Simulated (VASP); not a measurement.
# Sc12C (a cell with a defect) in VASP: notebook

Sc12C (a cell with a defect) is run at these levels: LDA; tasks: single point.

Program: VASP 6.6.1. These are calculated values, not measurements. Logs are shortened: lines on timing, memory, paths and dates and some standing lists are left out, and cuts for length are marked.

## Step 1: The cell of the first run

The cell holds a defect, 13 atoms: a = 6.620 Å, b = 9.930 Å, c = 5.276 Å, α = 90.00°, β = 90.00°, γ = 120.00°.

## Step 2: Single point, LDA

INCAR reads:

```
SYSTEM = Sc12C
  PREC = Accurate
  ENCUT = 520
  EDIFF = 1E-6
  ISMEAR = -1
  SIGMA = 0.1
  LREAL = .FALSE.
  LASPH = .TRUE.
  NELM = 120
  ALGO = Normal
  ISIF = 2
  LWAVE = .FALSE.
  LCHARG = .TRUE.
  GGA = CA
  LELF = .TRUE.
  LVHAR = .TRUE.
  NBANDS = 80
  GGA_COMPAT = .FALSE.
```

KPOINTS reads:

```
regular mesh
0
G
  3 2 3
  0 0 0
```

POSCAR reads:

```
Sc12C
1.0
    6.6200000000      0.0000000000      0.0000000000
   -4.9650000000      8.5996320000      0.0000000000
    0.0000000000      0.0000000000      5.2761400000
Sc C
12 1
Direct
    0.0030905244      0.0370713538      0.0308179844
    0.3012063753      0.2757676142      0.4006148434
    0.1021849264      0.3681901737     -0.0793003976
    0.0661958243      0.5383718745      0.5728430254
   -0.0749717257      0.6738544161      0.0963393693
    0.1344997243      0.9431798942      0.5258958254
    0.4365324461     -0.0411994374      0.0614085297
    0.7910799417      0.1903220975      0.4367776443
    0.5844275672      0.3326305126     -0.0468145273
    0.6339485840      0.5562214755      0.4943765708
    0.4329645633      0.6507604046     -0.0136463399
    0.6214706773      0.8232096443      0.5034362242
    0.7358610632      0.4031219010      0.3282892418
```

Potentials or basis: VASP PAW LDA potentials, release 64 (Sc_sv, C).

On the command line:

```bash
$ cat potpaw_LDA.64/Sc_sv/POTCAR potpaw_LDA.64/C/POTCAR > POTCAR
$ mpirun -np 1 vasp_std > vasp.out
```

OUTCAR:

```text
SYSTEM = Sc12C
   PREC = Accurate
   ENCUT = 520
   EDIFF = 1E-6
   ISMEAR = -1
   LREAL = .FALSE.
   LASPH = .TRUE.
   NELM = 120
   ISIF = 2
   GGA = CA

 ion  position               nearest neighbor table
   1  0.003  0.037  0.031-   2 2.94   6 3.04   3 3.07   6 3.09   8 3.32   7 3.33   5 3.40  12 3.43

   2  0.301  0.276  0.401-  13 2.53  10 2.59   9 2.89   1 2.94   6 2.99   8 3.05   3 3.19   9 3.36
                             3 3.36
   3  0.102  0.368  0.921-  11 2.58   4 2.59   1 3.07   2 3.19   8 3.20   9 3.27   8 3.34   2 3.36
                             9 3.39
   4  0.066  0.538  0.573-  13 2.31   3 2.59  10 2.98  11 3.03   8 3.08   5 3.20  12 3.35   5 3.40

   5  0.925  0.674  0.096-  13 2.63  10 2.69   9 3.08   7 3.15  11 3.20   4 3.20   6 3.24   1 3.40
                             4 3.40
   6  0.134  0.943  0.526-   2 2.99  12 2.99   1 3.04   1 3.09   7 3.12   5 3.24   7 3.42
   7  0.437  0.959  0.061-   8 3.05  11 3.07   6 3.12   5 3.15  12 3.22   1 3.33   9 3.38   6 3.42

   8  0.791  0.190  0.437-  13 2.39   2 3.05   7 3.05   4 3.08   3 3.20  12 3.25   1 3.32   3 3.34

   9  0.584  0.333  0.953-  13 2.17   2 2.89   5 3.08  10 3.19   3 3.27   2 3.36   7 3.38   3 3.39

  10  0.634  0.556  0.494-  13 2.14   2 2.59   5 2.69  12 2.69   4 2.98   9 3.19  11 3.26  11 3.33

  11  0.433  0.651  0.986-   3 2.58  12 2.97   4 3.03   7 3.07  12 3.13   5 3.20  10 3.26  10 3.33

  12  0.621  0.823  0.503-  10 2.69  11 2.97   6 2.99  11 3.13   7 3.22   8 3.25   4 3.35   1 3.43

  13  0.736  0.403  0.328-  10 2.14   9 2.17   4 2.31   8 2.39   2 2.53   5 2.63

  LATTYP: Found a simple monoclinic cell.
 ALAT       =     6.6200000000
 B/A-ratio  =     0.7970000000
 C/A-ratio  =     1.3228756170
 COS(beta)  =    -0.1889822420

  Lattice vectors:

 A1 = (   6.6200000000,   0.0000000000,   0.0000000000)
 A2 = (   0.0000000000,   0.0000000000,   5.2761400000)
 A3 = (  -1.6550000000,  -8.5996320000,   0.0000000000)

Analysis of symmetry for initial positions (statically):
=====================================================================
 Subroutine PRICEL returns:
 Original cell was already a primitive cell.

 Routine SETGRP: Setting up the symmetry group for a
 simple monoclinic supercell.

 Subroutine GETGRP returns: Found  1 space group operations
 (whereof  1 operations were pure point group operations)
 out of a pool of  4 trial point group operations.

The static configuration has the point symmetry C_1 .

Analysis of symmetry for dynamics (positions and initial velocities):
=====================================================================
 Subroutine PRICEL returns:
 Original cell was already a primitive cell.

 Routine SETGRP: Setting up the symmetry group for a
 simple monoclinic supercell.

 Subroutine GETGRP returns: Found  1 space group operations
 (whereof  1 operations were pure point group operations)
 out of a pool of  4 trial point group operations.

The dynamic configuration has the point symmetry C_1 .

 Subroutine INISYM returns: Found  1 space group operations
 (whereof  1 operations are pure point group operations),
 and found     1 'primitive' translations

----------------------------------------------------------------------------------------

                                     Primitive cell

  volume of cell :     300.3683

  direct lattice vectors                    reciprocal lattice vectors
     6.620000000  0.000000000  0.000000000     0.151057402  0.087213034  0.000000000
    -4.965000000  8.599632000  0.000000000     0.000000000  0.116284046  0.000000000
     0.000000000  0.000000000  5.276140000     0.000000000  0.000000000  0.189532499

  length of vectors
     6.620000000  9.929999775  5.276140000     0.174426065  0.116284046  0.189532499

  position of ions in fractional coordinates (direct lattice)
     0.003090524  0.037071354  0.030817984
     0.301206375  0.275767614  0.400614843
     0.102184926  0.368190174  0.920699602
     0.066195824  0.538371875  0.572843025
     0.925028274  0.673854416  0.096339369
     0.134499724  0.943179894  0.525895825
     0.436532446  0.958800563  0.061408530
     0.791079942  0.190322098  0.436777644
     0.584427567  0.332630513  0.953185473
     0.633948584  0.556221476  0.494376571
     0.432964563  0.650760405  0.986353660
     0.621470677  0.823209644  0.503436224
     0.735861063  0.403121901  0.328289242

  ion indices of the primitive-cell ions
   primitive index   ion index
                 1           1
                 2           2
                 3           3
                 4           4
                 5           5
                 6           6
                 7           7
                 8           8
                 9           9
                10          10
                11          11
                12          12
                13          13

----------------------------------------------------------------------------------------

 KPOINTS: regular mesh

Automatic generation of k-mesh.
 Grid dimensions read from file:
 generate k-points for:    3    2    3

 Generating k-lattice:

  Cartesian coordinates                     Fractional coordinates (reciprocal lattice)
     0.050352467  0.029071011  0.000000000     0.333333333  0.000000000  0.000000000
     0.000000000  0.058142023  0.000000000     0.000000000  0.500000000  0.000000000
     0.000000000  0.000000000  0.063177500     0.000000000  0.000000000  0.333333333

  Length of vectors
     0.058142022  0.058142023  0.063177500

  Shift w.r.t. Gamma in fractional coordinates (k-lattice)
     0.000000000  0.000000000  0.000000000

 -----------------------------------------------------------------------------
|                                                                             |
|           W    W    AA    RRRRR   N    N  II  N    N   GGGG   !!!           |
|           W    W   A  A   R    R  NN   N  II  NN   N  G    G  !!!           |
|           W    W  A    A  R    R  N N  N  II  N N  N  G       !!!           |
|           W WW W  AAAAAA  RRRRR   N  N N  II  N  N N  G  GGG   !            |
|           WW  WW  A    A  R   R   N   NN  II  N   NN  G    G                |
|           W    W  A    A  R    R  N    N  II  N    N   GGGG   !!!           |
|                                                                             |
|     Your reciprocal lattice and k-lattice belong to different lattice       |
|     classes:                                                                |
|                                                                             |
|        The reciprocal lattice is simple monoclinic,                         |
|        whereas your k-lattice is hexagonal.                                 |
|                                                                             |
|     Results are often still useful ...                                      |
|                                                                             |
 -----------------------------------------------------------------------------

 Subroutine IBZKPT returns following result:
 ===========================================

 Found     10 irreducible k-points:

 Following reciprocal coordinates:
            Coordinates               Weight
  0.000000  0.000000  0.000000      1.000000
  0.333333  0.000000  0.000000      2.000000
  0.000000  0.500000  0.000000      1.000000
  0.333333  0.500000  0.000000      2.000000
  0.000000  0.000000  0.333333      2.000000
  0.333333  0.000000  0.333333      2.000000
 -0.333333 -0.000000  0.333333      2.000000
  0.000000  0.500000  0.333333      2.000000
  0.333333  0.500000  0.333333      2.000000
 -0.333333  0.500000  0.333333      2.000000
   k-points           NKPTS =     10   k-points in BZ     NKDIM =     10   number of bands    NBANDS=     80
   number of dos      NEDOS =    301   number of ions     NIONS =     13
   total plane-waves  NPLWV = 160000
   dimension x,y,z NGX =    50 NGY =   80 NGZ =   40
   dimension x,y,z NGXF=   100 NGYF=  160 NGZF=   80
   ions per type =              12   1
   NGX,Y,Z   is equivalent  to a cutoff of  12.56, 13.39, 12.60 a.u.
   NGXF,Y,Z  is equivalent  to a cutoff of  25.11, 26.79, 25.21 a.u.
 SYSTEM =  Sc12C
   PREC   = accura    normal or accurate (medium, high low for compatibility)
   ISTART =      0    job   : 0-new  1-cont  2-samecut
   ICHARG =      2    charge: 1-file 2-atom 10-const
   ISPIN  =      1    spin polarized calculation?
   LNONCOLLINEAR =      F non collinear calculations
   LSORBIT =      F    spin-orbit coupling
   LASPH  =      T    aspherical Exc in radial PAW
   ENCUT  =  520.0 eV  38.22 Ry    6.18 a.u.  12.31 18.46  9.81*2*pi/ulx,y,z
   NELM   =    120;   NELMIN=  2; NELMDL= -5     # of ELM steps
   EDIFF  = 0.1E-05   stopping-criterion for ELM
   LREAL  =      F    real-space projection
   EDIFFG = 0.1E-04   stopping-criterion for IOM
   NSW    =      0    number of steps for IOM
   IBRION =     -1    ionic relax: 0-MD 1-quasi-New 2-CG
   NFREE  =      0    steps in history (QN), initial steepest desc. (CG)
   ISIF   =      2    stress and relaxation
   ISYM   =      2    0-nonsym 1-usesym 2-fastsym
   POTIM  = 0.5000    time-step for ionic-motion
   TEBEG  =    0.0;   TEEND  =   0.0 temperature during run
   PSTRESS=    0.0 pullay stress
   NELECT =     136.0000    total number of electrons
   NUPDOWN=      -1.0000    fix difference up-down
   EMIN   =  10.00;   EMAX   =-10.00  energy-range for DOS
   EFERMI =   0.00;   METHOD = LEGACY
   ISMEAR =    -1;   SIGMA  =   0.10  broadening in eV -4-tet -1-fermi 0-gaus
   EFERMI_NEDOS =   21; number of points for ismear=-14 and -15
   IALGO  =     38    algorithm
   IMIX   =      4    mixing-type and parameters
     AMIX     =   0.40;   BMIX     =  1.00
     AMIX_MAG =   1.60;   BMIX_MAG =  1.00
  volume/ion in A,a.u.               =      23.11       155.92
  Fermi-wavevector in a.u.,A,eV,Ry     =   1.257100  2.375574 21.501284  1.580300
  Thomas-Fermi vector in A             =   2.390775
   LORBIT       =      0    0 simple, 1 ext, 2 COOP (PROOUT), +10 PAW based schemes
   GGA     = CA    functional components
   LHFCALC =     F    Hartree Fock is set to
   AEXX    =    0.0000 exact exchange contribution
   IVDW    =     0    specifies the selected vdW correction
   LEPSILON=     F    determine dielectric tensor
   LRPA    =     F    only Hartree local field effects (RPA)
 non-spin polarized calculation
  energy-cutoff  :      520.00
  volume of cell :      300.37
 maximum number of plane-waves:      8103
 NGX is ok and might be reduce to    50
   NGX = 25   NGY = 37   NGZ = 19

 number of electron     136.0000009 magnetization

 Free energy of the ion-electron system (eV)
  ---------------------------------------------------
  ext. energy  EPLUGINS =         0.00000000
  ---------------------------------------------------
  free energy    TOTEN  =       -87.58212399 eV

  energy without entropy =      -86.83793611  energy(sigma->0) =      -87.21003005

 E-fermi :   3.4852     XC(G=0): -10.1605

 val. band max:        3.4741177610   @ k =   0.3333   0.5000   0.0000
 cond. band min:       3.4858726200   @ k =  -0.3333  -0.0000   0.3333
 fundamental gap:      0.0117548590
 Fermi energy:         3.4851550691

 k-point     1 :       0.0000    0.0000    0.0000
  band No.  band energies     occupation
      1     -45.4577      2.00000
      2     -45.3747      2.00000
      3     -45.3479      2.00000
      4     -45.3328      2.00000
      5     -45.2789      2.00000
      6     -45.2550      2.00000
[... 72 lines left out ...]
     79       4.6128      0.00003
[... 746 lines left out ...]
     79       4.4853      0.00009
     80       4.6269      0.00002

------------------------ aborting loop because EDIFF is reached ----------------------------------------

  FORCE on cell =-STRESS in cart. coord.  units (eV):
  Direction    XX          YY          ZZ          XY          YZ          ZX
  --------------------------------------------------------------------------------------
  -------------------------------------------------------------------------------------
  Total      -10.7304924     -1.7673119     -5.5337061      2.5882431      0.5923183      2.5589471
  in kB      -57.2368952     -9.4269157    -29.5170194     13.8057967      3.1594504     13.6495305
  external PRESSURE =     -32.0602768 kB  Pullay stress =       0.0000000 kB

 VOLUME and BASIS-vectors are now :
 -----------------------------------------------------------------------------
  energy-cutoff  :      520.00
  volume of cell :      300.37
      direct lattice vectors                 reciprocal lattice vectors
     6.620000000  0.000000000  0.000000000     0.151057402  0.087213034  0.000000000
    -4.965000000  8.599632000  0.000000000     0.000000000  0.116284046  0.000000000
     0.000000000  0.000000000  5.276140000     0.000000000  0.000000000  0.189532499

 POSITION                                       TOTAL-FORCE (eV/Angst)
 -----------------------------------------------------------------------------------
     -0.16360      0.31880      0.16260        -0.581006     -0.491382     -0.426821
      0.62480      2.37150      2.11370         0.066152     -0.176080      0.302217
     -1.15160      3.16630      4.85774         0.195702     -1.493037      1.100051
     -2.23480      4.62980      3.02240        -0.416835      0.853747     -1.746081
      2.77800      5.79490      0.50830         0.630057      0.208508     -0.972753
     -3.79250      8.11100      2.77470         1.018025     -0.960885      0.467302
     -1.87060      8.24533      0.32400        -0.076497      0.313478     -0.673653
      4.29200      1.63670      2.30450        -0.953451      0.240250      0.015038
      2.21740      2.86050      5.02914         0.422043     -0.366492     -0.223160
      1.43510      4.78330      2.60840        -0.251812     -0.108610      1.193854
     -0.36480      5.59630      5.20414         0.754356      0.803708      0.990938
      0.02690      7.07930      2.65620        -1.120130      1.251760     -0.314820
      2.86990      3.46670      1.73210         0.313395     -0.074966      0.287888
 -----------------------------------------------------------------------------------
    total drift:                                0.000097     -0.000318      0.000533

  FREE ENERGIE OF THE ION-ELECTRON SYSTEM (eV)
  ---------------------------------------------------
  free  energy   TOTEN  =       -87.5821239885 eV

  energy  without entropy=      -86.8379361064  energy(sigma->0) =      -87.21003005
```

Run time: 18 min. Hardware: 1 thread of Intel Xeon 8259CL, shared host; peak memory 0.4 GiB.

Results:

* Free energy: -87.5821 eV
* Pressure: -3.2 GPa
* Largest force: 1.988 eV/Å
* Band gap on the k mesh: zero (bands 68 and 69 overlap by 0.08 eV)

Forces in eV/Å, atoms in the order of the input:
```
Sc  -0.581 -0.491 -0.427
Sc   0.066 -0.176  0.302
Sc   0.196 -1.493  1.100
Sc  -0.417  0.854 -1.746
Sc   0.630  0.209 -0.973
Sc   1.018 -0.961  0.467
Sc  -0.076  0.313 -0.674
Sc  -0.953  0.240  0.015
Sc   0.422 -0.366 -0.223
Sc  -0.252 -0.109  1.194
Sc   0.754  0.804  0.991
Sc  -1.120  1.252 -0.315
C    0.313 -0.075  0.288
```

Levels at points of the mesh, in eV from the Fermi level:
```tsv
k point	band 66	band 67	band 68	band 69	band 70	band 71
(0.00, 0.00, 0.00)	-0.27	-0.19	-0.09	0.03	0.05	0.20
(0.00, 0.50, 0.00)	-0.26	-0.16	-0.10	0.03	0.16	0.21
```

Caveat: the k points lie up to 0.40 Å⁻¹ apart; the atoms stand as in a frame of molecular dynamics.

(Continued in part 2 of 2.)

The gap in the log of VASP goes by the Fermi energy; the results here count the filled bands.